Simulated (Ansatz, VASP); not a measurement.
## Two plane-wave programs on Hf2H3

```
CELL_PARAMETERS angstrom
4.00754 0.00000 0.00000
0.00000 4.00754 0.00000
0.00000 0.00000 4.00754
ATOMIC_POSITIONS crystal
Hf 0.50000 0.50000 0.50000
Hf 0.00000 0.00000 0.00000
H 0.00000 0.50000 0.50000
H 0.50000 0.00000 0.50000
H 0.50000 0.50000 0.00000
```

Alike in both runs: task relaxation of cell and atoms; functional PBE; k mesh 4 × 4 × 4; occupations gaussian, width 0.1 eV; no spin polarisation.

```csv
,VASP,Ansatz
version,VASP 6.6.1,Ansatz 0.2.0
potentials or method,"VASP PAW PBE potentials, release 64 (Hf_pv, H), cutoff 600 eV","scalar-relativistic, plane waves, PAW"
valence electrons in the cell,23,55
```

```csv
,VASP,Ansatz,Ansatz less VASP
"gap on the k mesh at the Fermi level, each at its own relaxed structure (eV)",none,none,-
relaxed volume (Å³/atom),10.35,10.37,+0.025
relaxed cell length with the largest relative difference (Å),3.726,3.729,+0.0030
```

A gap of «none» marks a metal or a gap that the smearing closes. VASP's potentials hold 23 valence electrons a cell and Ansatz's 55, so a difference there can come from the potentials and not from the codes.

The k mesh is coarse, so the values compare programs but aren't converged. Spin-orbit coupling is off throughout. Noted on VASP's run: the volume moved by over 15 % at a fixed basis, so the end points are rough.
